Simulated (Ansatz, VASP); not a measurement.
HfN: VASP beside Ansatz

File INCAR:

```
SYSTEM = HfN
ALGO = Normal ; EDIFF = 1E-6
ENCUT = 520 ; GGA = PE
ISIF = 2 ; ISMEAR = 0
LASPH = .True. ; LCHARG = .False.
LREAL = .False. ; LWAVE = .False.
NBANDS = 14 ; NELM = 100
PREC = Accurate ; SIGMA = 0.1
```

KPOINTS

```
k-points
0
Gamma
  16 16 16
  0 0 0
```

File POSCAR:

```
HfN
1.0
    0.0000000000      2.3184929570      2.3184929570
    2.3184929570      0.0000000000      2.3184929570
    2.3184929570      2.3184929570      0.0000000000
Hf N
1 1
Direct
    0.0000000000      0.0000000000      0.0000000000
    0.5000000000      0.5000000000      0.5000000000
```

Input for Ansatz:

```yaml
crystal:
  lattice:
    - [0.0, 2.3184929566, 2.3184929566]
    - [2.3184929566, 0.0, 2.3184929566]
    - [2.3184929566, 2.3184929566, 0.0]
  atoms:
    - { symbol: Hf, position: [0.0, 0.0, 0.0] }
    - { symbol: "N", position: [0.5, 0.5, 0.5] }
basis:
  ecutwfc: 420
kpoints:
  mp_grid: { grid: [16, 16, 16] }
hamiltonian:
  xc: pbe
scf:
  occupations: { method: gaussian, width: 0.1 }
output:
  forces: true
  stress: true
  eigenvalues: true
```

Alike in both runs: task single point; functional PBE; k mesh 16 × 16 × 16; occupations gaussian, width 0.1 eV; no spin polarisation.

```csv
,VASP,Ansatz
version,VASP 6.6.1,Ansatz 0.2.0
potentials or method,"VASP PAW PBE potentials, release 64 (Hf_pv, N), cutoff 520 eV","scalar-relativistic, plane waves, PAW"
valence electrons in the cell,15,31
```

Ansatz gave:

- gap on the k mesh at the Fermi level (eV): none
- pressure (GPa): -13.6

Q: Estimate VASP's values.

A: gap on the k mesh at the Fermi level (eV): none; pressure (GPa): -15.7.

A gap of «none» marks a metal or a gap that the smearing closes. VASP's potentials hold 15 valence electrons a cell and Ansatz's 31, so a difference there can come from the potentials and not from the codes.

Spin-orbit coupling is off throughout.
